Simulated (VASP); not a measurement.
# CuI (Marshite) (I-4m2) in VASP: notebook

Runs on CuI (Marshite). Level: LDA. Tasks: single point.

Program: VASP 6.6.1. These are calculated values, not measurements. Logs are shortened: lines on timing, memory, paths and dates and some standing lists are left out, and cuts for length are marked.

### 1 The cell of the first run

The structure is tetragonal, space group I-4m2 (No. 119). Conventional cell: a = 4.166 Å, b = 4.166 Å, c = 5.844 Å, α = 90.00°, β = 90.00°, γ = 90.00°. Within 3.4 Å of Cu (site symmetry -4m2) lie 4 I at 2.54 Å. Within 3.4 Å of I (site symmetry -4m2) lie 4 Cu at 2.54 Å.

### 2 Single point, LDA (in-plane strain +0.005)

The input, INCAR:

```
  PREC = Accurate
  ENCUT = 520
  EDIFF = 1E-6
  ISMEAR = 0
  SIGMA = 0.01
  LREAL = F
  LASPH = T
  NELM = 80
  ALGO = Normal
  ISIF = 2
  LWAVE = F
  LCHARG = T
  LELF = T
  LVHAR = T
  NBANDS = 16
```

The input, KPOINTS:

```
Automatic mesh
0
Gamma
  6 6 6
```

The input, POSCAR:

```
CuI
1.0
    2.9456436756      2.9456436756      0.0000000000
   -2.9456436756      2.9456436756      0.0000000000
    0.0000000000      2.9456436756      2.9221957657
Cu I
1 1
Direct
    0.7500000000      0.2500000000      0.5000000000
    0.0000000000      0.0000000000      0.0000000000
```

Potentials or basis: VASP PAW LDA potentials, release 64 (Cu, I).

Started as:

```console
$ cat potpaw_LDA.64/Cu/POTCAR potpaw_LDA.64/I/POTCAR > POTCAR
$ mpirun -np 1 vasp_std > vasp.out
```

OUTCAR:

```text
PREC = Accurate
   ENCUT = 520
   EDIFF = 1E-6
   ISMEAR = 0
   LREAL = F
   LASPH = T
   NELM = 80
   ISIF = 2

 ion  position               nearest neighbor table
   1  0.750  0.250  0.500-   2 2.54   2 2.54   2 2.54   2 2.54
   2  0.000  0.000  0.000-   1 2.54   1 2.54   1 2.54   1 2.54

  LATTYP: Found a body centered tetragonal cell.
 ALAT       =     4.1657692360
 C/A-ratio  =     1.4029561410

  Lattice vectors:

 A1 = (   2.9456436756,   0.0000000000,  -2.9221957657)
 A2 = (  -2.9456436756,   0.0000000000,  -2.9221957657)
 A3 = (   0.0000000000,   2.9456436756,   2.9221957657)

Analysis of symmetry for initial positions (statically):
=====================================================================
 Subroutine PRICEL returns:
 Original cell was already a primitive cell.

 Routine SETGRP: Setting up the symmetry group for a
 body centered tetragonal supercell.

 Subroutine GETGRP returns: Found  8 space group operations
 (whereof  8 operations were pure point group operations)
 out of a pool of 16 trial point group operations.

The static configuration has the point symmetry D_2d.

Analysis of symmetry for dynamics (positions and initial velocities):
=====================================================================
 Subroutine PRICEL returns:
 Original cell was already a primitive cell.

 Routine SETGRP: Setting up the symmetry group for a
 body centered tetragonal supercell.

 Subroutine GETGRP returns: Found  8 space group operations
 (whereof  8 operations were pure point group operations)
 out of a pool of 16 trial point group operations.

The dynamic configuration has the point symmetry D_2d.

 Subroutine INISYM returns: Found  8 space group operations
 (whereof  8 operations are pure point group operations),
 and found     1 'primitive' translations

----------------------------------------------------------------------------------------

                                     Primitive cell

  volume of cell :      50.7107

  direct lattice vectors                    reciprocal lattice vectors
     2.945643676  2.945643676  0.000000000     0.169742187  0.169742187 -0.171104211
    -2.945643676  2.945643676  0.000000000    -0.169742187  0.169742187 -0.171104211
     0.000000000  2.945643676  2.922195766     0.000000000  0.000000000  0.342208421

  length of vectors
     4.165769236  4.165769236  4.149222187     0.294790555  0.294790555  0.342208421

  position of ions in fractional coordinates (direct lattice)
     0.750000000  0.250000000  0.500000000
     0.000000000  0.000000000  0.000000000

  ion indices of the primitive-cell ions
   primitive index   ion index
                 1           1
                 2           2

----------------------------------------------------------------------------------------

 KPOINTS: Automatic mesh

Automatic generation of k-mesh.
 Grid dimensions read from file:
 generate k-points for:    6    6    6

 Generating k-lattice:

  Cartesian coordinates                     Fractional coordinates (reciprocal lattice)
     0.028290365  0.028290365 -0.028517368     0.166666667  0.000000000  0.000000000
    -0.028290365  0.028290365 -0.028517368     0.000000000  0.166666667  0.000000000
     0.000000000  0.000000000  0.057034737     0.000000000  0.000000000  0.166666667

  Length of vectors
     0.049131759  0.049131759  0.057034737

  Shift w.r.t. Gamma in fractional coordinates (k-lattice)
     0.000000000  0.000000000  0.000000000

 Subroutine IBZKPT returns following result:
 ===========================================

 Found     30 irreducible k-points:

 Following reciprocal coordinates:
            Coordinates               Weight
  0.000000  0.000000  0.000000      1.000000
  0.166667  0.000000  0.000000      8.000000
  0.333333  0.000000  0.000000      8.000000
  0.500000  0.000000  0.000000      4.000000
  0.166667  0.166667  0.000000      8.000000
  0.333333  0.166667  0.000000     16.000000
[... 16 lines left out ...]
 -0.333333 -0.333333  0.166667      4.000000
 -0.166667 -0.333333  0.166667     16.000000
 [... further k-points ...]
   k-points           NKPTS =     30   k-points in BZ     NKDIM =     30   number of bands    NBANDS=     16
   number of dos      NEDOS =    301   number of ions     NIONS =      2
   total plane-waves  NPLWV =  32768
   dimension x,y,z NGX =    32 NGY =   32 NGZ =   32
   dimension x,y,z NGXF=    64 NGYF=   64 NGZF=   64
   ions per type =               1   1
   NGX,Y,Z   is equivalent  to a cutoff of  12.77, 12.77, 12.82 a.u.
   NGXF,Y,Z  is equivalent  to a cutoff of  25.54, 25.54, 25.64 a.u.
 SYSTEM =  unknown system
   PREC   = accura    normal or accurate (medium, high low for compatibility)
   ISTART =      0    job   : 0-new  1-cont  2-samecut
   ICHARG =      2    charge: 1-file 2-atom 10-const
   ISPIN  =      1    spin polarized calculation?
   LNONCOLLINEAR =      F non collinear calculations
   LSORBIT =      F    spin-orbit coupling
   LASPH  =      T    aspherical Exc in radial PAW
   ENCUT  =  520.0 eV  38.22 Ry    6.18 a.u.   7.75  7.75  7.71*2*pi/ulx,y,z
   NELM   =     80;   NELMIN=  2; NELMDL= -5     # of ELM steps
   EDIFF  = 0.1E-05   stopping-criterion for ELM
   LREAL  =      F    real-space projection
   EDIFFG = 0.1E-04   stopping-criterion for IOM
   NSW    =      0    number of steps for IOM
   IBRION =     -1    ionic relax: 0-MD 1-quasi-New 2-CG
   NFREE  =      0    steps in history (QN), initial steepest desc. (CG)
   ISIF   =      2    stress and relaxation
   ISYM   =      2    0-nonsym 1-usesym 2-fastsym
   POTIM  = 0.5000    time-step for ionic-motion
   TEBEG  =    0.0;   TEEND  =   0.0 temperature during run
   PSTRESS=    0.0 pullay stress
   NELECT =      18.0000    total number of electrons
   NUPDOWN=      -1.0000    fix difference up-down
   EMIN   =  10.00;   EMAX   =-10.00  energy-range for DOS
   EFERMI =   0.00;   METHOD = LEGACY
   ISMEAR =     0;   SIGMA  =   0.01  broadening in eV -4-tet -1-fermi 0-gaus
   EFERMI_NEDOS =   21; number of points for ismear=-14 and -15
   IALGO  =     38    algorithm
   IMIX   =      4    mixing-type and parameters
     AMIX     =   0.40;   BMIX     =  1.00
     AMIX_MAG =   1.60;   BMIX_MAG =  1.00
  volume/ion in A,a.u.               =      25.36       171.11
  Fermi-wavevector in a.u.,A,eV,Ry     =   1.159131  2.190439 18.280571  1.343584
  Thomas-Fermi vector in A             =   2.295726
   LORBIT       =      0    0 simple, 1 ext, 2 COOP (PROOUT), +10 PAW based schemes
   GGA     = CA    functional components
   LHFCALC =     F    Hartree Fock is set to
   AEXX    =    0.0000 exact exchange contribution
   IVDW    =     0    specifies the selected vdW correction
   LEPSILON=     F    determine dielectric tensor
   LRPA    =     F    only Hartree local field effects (RPA)
 non-spin polarized calculation
 Gauss-broadening in eV      SIGMA  =   0.01
  energy-cutoff  :      520.00
  volume of cell :       50.71
 maximum number of plane-waves:      1376
   NGX = 15   NGY = 15   NGZ = 15

 number of electron      17.9999987 magnetization

 Free energy of the ion-electron system (eV)
  ---------------------------------------------------
  ext. energy  EPLUGINS =         0.00000000
  ---------------------------------------------------
  free energy    TOTEN  =        -6.99264695 eV

  energy without entropy =       -6.99264695  energy(sigma->0) =       -6.99264695

 E-fermi :   5.3715     XC(G=0):  -9.7328

 val. band max:        5.2686686893   @ k =   0.0000   0.0000   0.0000
 cond. band min:       6.5209664215   @ k =   0.0000   0.0000   0.0000
 fundamental gap:      1.2522977322
 Fermi energy:         5.3715347426

 k-point     1 :       0.0000    0.0000    0.0000
  band No.  band energies     occupation
      1      -9.2605      2.00000
      2       1.1601      2.00000
      3       1.1601      2.00000
      4       1.1692      2.00000
      5       2.9075      2.00000
      6       2.9159      2.00000
[... 8 lines left out ...]
     15      15.0412      0.00000
     16      15.1645      0.00000

 k-point     2 :       0.1667    0.0000    0.0000
  band No.  band energies     occupation
      1      -9.1043      2.00000
      2       0.6591      2.00000
      3       1.1765      2.00000
      4       1.1875      2.00000
      5       2.8969      2.00000
      6       2.9037      2.00000
[... 8 lines left out ...]
     15      14.1081      0.00000
     16      14.3303      0.00000

 k-point     3 :       0.3333    0.0000    0.0000
  band No.  band energies     occupation
      1      -8.7549      2.00000
      2      -0.3834      2.00000
      3       1.1996      2.00000
      4       1.2214      2.00000
      5       2.9106      2.00000
      6       2.9128      2.00000
[... 8 lines left out ...]
     15      14.6245      0.00000
     16      14.6326      0.00000

 k-point     4 :       0.5000    0.0000    0.0000
  band No.  band energies     occupation
      1      -8.5561      2.00000
      2      -0.9120      2.00000
      3       1.2056      2.00000
      4       1.2331      2.00000
      5       2.9416      2.00000
      6       2.9427      2.00000
[... 8 lines left out ...]
     15      16.4104      0.00000
     16      16.4728      0.00000
[... 324 lines left out ...]
 k-point    22 :      -0.1667    0.5000    0.1667
  band No.  band energies     occupation
      1      -8.5127      2.00000
      2      -0.3899      2.00000
      3       0.7058      2.00000
      4       1.1693      2.00000
      5       2.8356      2.00000
      6       2.9260      2.00000
[... 8 lines left out ...]
     15      16.4325      0.00000
     16      17.7772      0.00000

 k-point    23 :      -0.3333   -0.3333    0.1667
  band No.  band energies     occupation
      1      -8.3119      2.00000
      2      -0.5608      2.00000
      3       0.5403      2.00000
      4       1.0718      2.00000
      5       2.8420      2.00000
      6       2.8605      2.00000
[... 8 lines left out ...]
     15      17.3161      0.00000
     16      17.6730      0.00000

 k-point    24 :      -0.1667   -0.3333    0.1667
  band No.  band energies     occupation
      1      -8.3728      2.00000
      2      -0.4370      2.00000
      3       0.3584      2.00000
      4       1.1408      2.00000
      5       2.7972      2.00000
      6       2.9125      2.00000
[... 8 lines left out ...]
     15      16.6938      0.00000
     16      17.5532      0.00000

 [... further k-points ...]

------------------------ aborting loop because EDIFF is reached ----------------------------------------

  FORCE on cell =-STRESS in cart. coord.  units (eV):
  Direction    XX          YY          ZZ          XY          YZ          ZX
  --------------------------------------------------------------------------------------
  -------------------------------------------------------------------------------------
  Total       -0.0633431     -0.0633431     -0.0098818      0.0000000      0.0000000      0.0000000
  in kB       -2.0012900     -2.0012900     -0.3122105      0.0000000      0.0000000      0.0000000
  external PRESSURE =      -1.4382635 kB  Pullay stress =       0.0000000 kB

 VOLUME and BASIS-vectors are now :
 -----------------------------------------------------------------------------
  energy-cutoff  :      520.00
  volume of cell :       50.71
      direct lattice vectors                 reciprocal lattice vectors
     2.945643676  2.945643676  0.000000000     0.169742187  0.169742187 -0.171104211
    -2.945643676  2.945643676  0.000000000    -0.169742187  0.169742187 -0.171104211
     0.000000000  2.945643676  2.922195766     0.000000000  0.000000000  0.342208421

 POSITION                                       TOTAL-FORCE (eV/Angst)
 -----------------------------------------------------------------------------------
      1.47282      4.41847      1.46110         0.000000     -0.000000      0.000000
      0.00000      0.00000      0.00000        -0.000000      0.000000      0.000000
 -----------------------------------------------------------------------------------
    total drift:                                0.000000     -0.000000     -0.000000

  FREE ENERGIE OF THE ION-ELECTRON SYSTEM (eV)
  ---------------------------------------------------
  free  energy   TOTEN  =        -6.9926469486 eV

  energy  without entropy=       -6.9926469486  energy(sigma->0) =       -6.99264695
```

Wall time 13 s (1 thread of Intel Xeon Platinum 8488C (Sapphire Rapids), shared host); peak memory 0.16 GiB.

What came out:

* Free energy: -6.9926 eV
* Pressure: -0.1 GPa
* Band gap on the k mesh: 1.25 eV, direct

Levels at points of the mesh, in eV from the valence-band top:
```csv
k point,band 7,band 8,band 9,band 10,band 11,band 12
"(0.00, 0.00, 0.00)",-0.02,-0.02,0.00,1.25,4.74,4.74
"(0.50, 0.00, 0.00)",-2.27,-0.90,-0.88,2.13,5.29,5.35
"(0.50, 0.50, 0.00)",-2.26,-1.92,-1.91,2.43,2.79,9.69
"(0.00, 0.00, 0.50)",-2.26,-1.92,-1.92,2.39,2.73,9.76
```

Caveat: the cell differs from its parent crystal (in-plane strain +0.005); spin-orbit coupling is left out, which moves the levels of the heavy elements.

### 3 Single point, LDA (in-plane strain +0.01, then relaxed in part)

The input, INCAR:

```
SYSTEM = CuI
  ALGO = Normal
  EDIFF = 1E-6
  ENCUT = 520
  ISIF = 2
  ISMEAR = 0
  LASPH = .True.
  LCHARG = .True.
  LELF = .True.
  LREAL = .False.
  LVHAR = .True.
  LWAVE = .False.
  NBANDS = 16
  NELM = 100
  PREC = Accurate
  SIGMA = 0.01
```

The input, KPOINTS:

```
k-points
0
Gamma
  6 6 6
  0 0 0
```

The input, POSCAR:

```
CuI
1.0
    2.9602986192      2.9602986192      0.0000000000
   -2.9602986192      2.9602986192      0.0000000000
    0.0000000000      2.9602986192      2.8910773395
Cu I
1 1
Direct
    0.7500000000      0.2500000000      0.5000000000
    0.0000000000      0.0000000000      0.0000000000
```

Potentials or basis: VASP PAW LDA potentials, release 64 (Cu, I).

Started as:

```console
$ cat potpaw_LDA.64/Cu/POTCAR potpaw_LDA.64/I/POTCAR > POTCAR
$ mpirun -np 1 vasp_std > vasp.out
```

Run time: 13 s. Hardware: 1 thread of Intel Xeon Platinum 8488C (Sapphire Rapids), shared host; peak memory 0.16 GiB.

Results (log left out):

| Property | Result |
| --- | --- |
| Free energy | -6.9916 eV |
| Pressure | -0.1 GPa |
| Band gap on the k mesh | 1.24 eV, direct |

Stress tensor (GPa, compression positive):
```
-0.28  0.00  0.00
 0.00 -0.28  0.00
 0.00  0.00  0.21
```

Levels at points of the mesh, in eV from the valence-band top:
| k point | band 6 | band 7 | band 8 | band 9 | band 10 | band 11 | band 12 | band 13 |
| --- | --- | --- | --- | --- | --- | --- | --- | --- |
| (0.00, 0.00, 0.00) | -2.37 | -0.05 | -0.05 | 0.00 | 1.24 | 4.72 | 4.72 | 4.76 |
| (0.50, 0.00, 0.00) | -2.35 | -2.29 | -0.94 | -0.88 | 2.11 | 5.21 | 5.40 | 7.34 |
| (0.50, 0.50, 0.00) | -2.31 | -2.27 | -1.96 | -1.90 | 2.43 | 2.82 | 9.63 | 10.06 |
| (0.00, 0.00, 0.50) | -2.28 | -2.27 | -1.94 | -1.94 | 2.32 | 2.63 | 9.83 | 10.16 |

Caveat: the cell differs from its parent crystal (in-plane strain +0.01, then relaxed in part); spin-orbit coupling is left out, which moves the levels of the heavy elements.

(Part 1 of 2 ends here.)
